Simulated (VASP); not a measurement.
# AlP (l) (F-43m) in VASP: further runs

Runs on AlP (l). Level: LDA. Tasks: single point.

All numbers are computed with VASP 6.6.1; they aren't measurements. Logs are shortened: lines on timing, memory, paths and dates and some standing lists are left out, and cuts for length are marked.

## Step 1: The cell of the first run

The structure is cubic, space group F-43m (No. 216). The conventional cell has a = 5.434 Å, b = 5.434 Å, c = 5.434 Å, α = 90.00°, β = 90.00°, γ = 90.00°. Within 3.1 Å of Al (site symmetry -43m) lie 4 P at 2.35 Å. P (site symmetry -43m) has 4 Al at 2.35 Å within 3.1 Å.

## Step 2: Single point, LDA

Input file INCAR:

```
  PREC = Accurate
  ENCUT = 500
  EDIFF = 1E-6
  ISMEAR = 0
  SIGMA = 0.02
  LREAL = F
  LASPH = T
  NELM = 120
  ALGO = Normal
  ISIF = 2
  LWAVE = F
  LCHARG = F
  NBANDS = 11
  GGA_COMPAT = F
```

Input file KPOINTS:

```
regular mesh
0
Gamma
  8 8 8
```

Input file POSCAR:

```
AlP
1.0
    0.0000000000      2.7168897679      2.7168897679
    2.7168897679      0.0000000000      2.7168897679
    2.7168897679      2.7168897679      0.0000000000
Al P
1 1
Direct
    0.0000000000      0.0000000000      0.0000000000
    0.2500000000      0.2500000000      0.2500000000
```

Potentials or basis: VASP PAW LDA potentials, release 64 (Al, P).

Command:

```console
$ cat potpaw_LDA.64/Al/POTCAR potpaw_LDA.64/P/POTCAR > POTCAR
$ mpirun -np 1 vasp_std > vasp.out
```

OUTCAR:

```text
PREC = Accurate
   ENCUT = 500
   EDIFF = 1E-6
   ISMEAR = 0
   LREAL = F
   LASPH = T
   NELM = 120
   ISIF = 2

 ion  position               nearest neighbor table
   1  0.000  0.000  0.000-   2 2.35   2 2.35   2 2.35   2 2.35
   2  0.250  0.250  0.250-   1 2.35   1 2.35   1 2.35   1 2.35

  LATTYP: Found a face centered cubic cell.
 ALAT       =     5.4337795358

  Lattice vectors:

 A1 = (   0.0000000000,   2.7168897679,   2.7168897679)
 A2 = (   2.7168897679,   0.0000000000,   2.7168897679)
 A3 = (   2.7168897679,   2.7168897679,   0.0000000000)

Analysis of symmetry for initial positions (statically):
=====================================================================
 Subroutine PRICEL returns:
 Original cell was already a primitive cell.

 Routine SETGRP: Setting up the symmetry group for a
 face centered cubic supercell.

 Subroutine GETGRP returns: Found 24 space group operations
 (whereof 24 operations were pure point group operations)
 out of a pool of 48 trial point group operations.

The static configuration has the point symmetry T_d .

Analysis of symmetry for dynamics (positions and initial velocities):
=====================================================================
 Subroutine PRICEL returns:
 Original cell was already a primitive cell.

 Routine SETGRP: Setting up the symmetry group for a
 face centered cubic supercell.

 Subroutine GETGRP returns: Found 24 space group operations
 (whereof 24 operations were pure point group operations)
 out of a pool of 48 trial point group operations.

The dynamic configuration has the point symmetry T_d .

 Subroutine INISYM returns: Found 24 space group operations
 (whereof 24 operations are pure point group operations),
 and found     1 'primitive' translations

----------------------------------------------------------------------------------------

                                     Primitive cell

  volume of cell :      40.1094

  direct lattice vectors                    reciprocal lattice vectors
     0.000000000  2.716889768  2.716889768    -0.184033966  0.184033966  0.184033966
     2.716889768  0.000000000  2.716889768     0.184033966 -0.184033966  0.184033966
     2.716889768  2.716889768  0.000000000     0.184033966  0.184033966 -0.184033966

  length of vectors
     3.842262357  3.842262357  3.842262357     0.318756180  0.318756180  0.318756180

  position of ions in fractional coordinates (direct lattice)
[... 79 lines left out ...]
   EDIFF  = 0.1E-05   stopping-criterion for ELM
   LREAL  =      F    real-space projection
   EDIFFG = 0.1E-04   stopping-criterion for IOM
   NSW    =      0    number of steps for IOM
   IBRION =     -1    ionic relax: 0-MD 1-quasi-New 2-CG
   NFREE  =      0    steps in history (QN), initial steepest desc. (CG)
   ISIF   =      2    stress and relaxation
   ISYM   =      2    0-nonsym 1-usesym 2-fastsym
   POTIM  = 0.5000    time-step for ionic-motion
   TEBEG  =    0.0;   TEEND  =   0.0 temperature during run
   PSTRESS=    0.0 pullay stress
   NELECT =       8.0000    total number of electrons
   NUPDOWN=      -1.0000    fix difference up-down
   EMIN   =  10.00;   EMAX   =-10.00  energy-range for DOS
   EFERMI =   0.00;   METHOD = LEGACY
   ISMEAR =     0;   SIGMA  =   0.02  broadening in eV -4-tet -1-fermi 0-gaus
   EFERMI_NEDOS =   21; number of points for ismear=-14 and -15
   IALGO  =     38    algorithm
   IMIX   =      4    mixing-type and parameters
     AMIX     =   0.40;   BMIX     =  1.00
     AMIX_MAG =   1.60;   BMIX_MAG =  1.00
  volume/ion in A,a.u.               =      20.05       135.34
  Fermi-wavevector in a.u.,A,eV,Ry     =   0.956510  1.807542 12.448123  0.914911
  Thomas-Fermi vector in A             =   2.085444
   LORBIT       =      0    0 simple, 1 ext, 2 COOP (PROOUT), +10 PAW based schemes
   GGA     = CA    functional components
   LHFCALC =     F    Hartree Fock is set to
   AEXX    =    0.0000 exact exchange contribution
   IVDW    =     0    specifies the selected vdW correction
   LEPSILON=     F    determine dielectric tensor
   LRPA    =     F    only Hartree local field effects (RPA)
 non-spin polarized calculation
 Gauss-broadening in eV      SIGMA  =   0.02
  energy-cutoff  :      500.00
  volume of cell :       40.11
 maximum number of plane-waves:      1036
   NGX = 13   NGY = 13   NGZ = 13

 number of electron       8.0000000 magnetization

 Free energy of the ion-electron system (eV)
  ---------------------------------------------------
  ext. energy  EPLUGINS =         0.00000000
  ---------------------------------------------------
  free energy    TOTEN  =       -11.41224679 eV

  energy without entropy =      -11.41224679  energy(sigma->0) =      -11.41224679

 E-fermi :   4.6894     XC(G=0):  -9.5038

 val. band max:        4.5840479471   @ k =   0.0000   0.0000   0.0000
 cond. band min:       5.9978260034   @ k =   0.5000   0.5000   0.0000
 fundamental gap:      1.4137780563
 Fermi energy:         4.6894250914

 k-point     1 :       0.0000    0.0000    0.0000
  band No.  band energies     occupation
      1      -7.0046      2.00000
      2       4.5840      2.00000
      3       4.5840      2.00000
      4       4.5840      2.00000
      5       7.8261      0.00000
      6       9.0764      0.00000
      7       9.0764      0.00000
      8       9.0764      0.00000
      9      13.4131      0.00000
     10      13.4131      0.00000
     11      14.6697      0.00000
[... 309 lines left out ...]
 k-point    24 :      -0.3750    0.2500    0.1250
  band No.  band energies     occupation
      1      -4.9481      2.00000
      2      -0.6877      2.00000
      3       1.9203      2.00000
      4       3.0588      2.00000
      5       8.4425      0.00000
      6       9.0179      0.00000
      7      11.4312      0.00000
      8      12.2322      0.00000
      9      13.5225      0.00000
     10      15.9810      0.00000
     11      17.3190      0.00000

 [... further k-points ...]
[... 5 lines left out ...]
  --------------------------------------------------------------------------------------
  -------------------------------------------------------------------------------------
  Total        0.0149409      0.0149409      0.0149409      0.0000000      0.0000000      0.0000000
  in kB        0.5968161      0.5968161      0.5968161      0.0000000      0.0000000      0.0000000
  external PRESSURE =       0.5968161 kB  Pullay stress =       0.0000000 kB

 VOLUME and BASIS-vectors are now :
 -----------------------------------------------------------------------------
  energy-cutoff  :      500.00
  volume of cell :       40.11
      direct lattice vectors                 reciprocal lattice vectors
     0.000000000  2.716889768  2.716889768    -0.184033966  0.184033966  0.184033966
     2.716889768  0.000000000  2.716889768     0.184033966 -0.184033966  0.184033966
     2.716889768  2.716889768  0.000000000     0.184033966  0.184033966 -0.184033966

 POSITION                                       TOTAL-FORCE (eV/Angst)
 -----------------------------------------------------------------------------------
      0.00000      0.00000      0.00000         0.000000      0.000000      0.000000
      1.35844      1.35844      1.35844        -0.000000     -0.000000     -0.000000
 -----------------------------------------------------------------------------------
    total drift:                               -0.000000     -0.000000     -0.000000

  FREE ENERGIE OF THE ION-ELECTRON SYSTEM (eV)
  ---------------------------------------------------
  free  energy   TOTEN  =       -11.4122467889 eV

  energy  without entropy=      -11.4122467889  energy(sigma->0) =      -11.41224679
```

OSZICAR:

```text
N       E                     dE             d eps       ncg     rms          rms(c)
DAV:   1     0.972832244576E+01    0.97283E+01   -0.29448E+03   638   0.525E+02
DAV:   2    -0.109941947663E+02   -0.20723E+02   -0.19733E+02   826   0.863E+01
DAV:   3    -0.118430370098E+02   -0.84884E+00   -0.84732E+00   812   0.173E+01
DAV:   4    -0.118498527120E+02   -0.68157E-02   -0.68152E-02   766   0.192E+00
DAV:   5    -0.118499377362E+02   -0.85024E-04   -0.85023E-04   839   0.205E-01    0.470E+00
DAV:   6    -0.114832317192E+02    0.36671E+00   -0.69313E-01   730   0.306E+00    0.293E+00
DAV:   7    -0.114174296622E+02    0.65802E-01   -0.22725E-01   768   0.188E+00    0.145E+00
DAV:   8    -0.114123962456E+02    0.50334E-02   -0.17374E-02   734   0.611E-01    0.180E-01
DAV:   9    -0.114122324233E+02    0.16382E-03   -0.11912E-03   728   0.175E-01    0.562E-02
DAV:  10    -0.114122439533E+02   -0.11530E-04   -0.41013E-05   790   0.334E-02    0.207E-02
DAV:  11    -0.114122470933E+02   -0.31400E-05   -0.69280E-06   737   0.141E-02    0.149E-02
DAV:  12    -0.114122467889E+02    0.30445E-06   -0.12194E-06   454   0.472E-03
   1 F= -.11412247E+02 E0= -.11412247E+02  d E =-.580588E-16
```

stdout:

```text
POSCAR found type information on POSCAR AlP
 POSCAR found :  2 types and       2 ions
 scaLAPACK will be used
 LDA part: xc-table for (Slater(with rela. corr.)+CA(PZ))
 , standard interpolation
 POSCAR, INCAR and KPOINTS ok, starting setup
 FFT: planning ... GRIDC
 FFT: planning ... GRID_SOFT
 FFT: planning ... GRID
 WAVECAR not read
 entering main loop
```

Run time: 10 s. Hardware: 1 thread of AMD EPYC 7R43 (Zen 3), shared host; peak memory 0.1 GiB.

What came out:

- Free energy: -11.4122 eV
- Pressure: 0.1 GPa
- Band gap on the k mesh: 1.41 eV, indirect (least direct gap 3.24 eV)

[end of part 1 of 2]
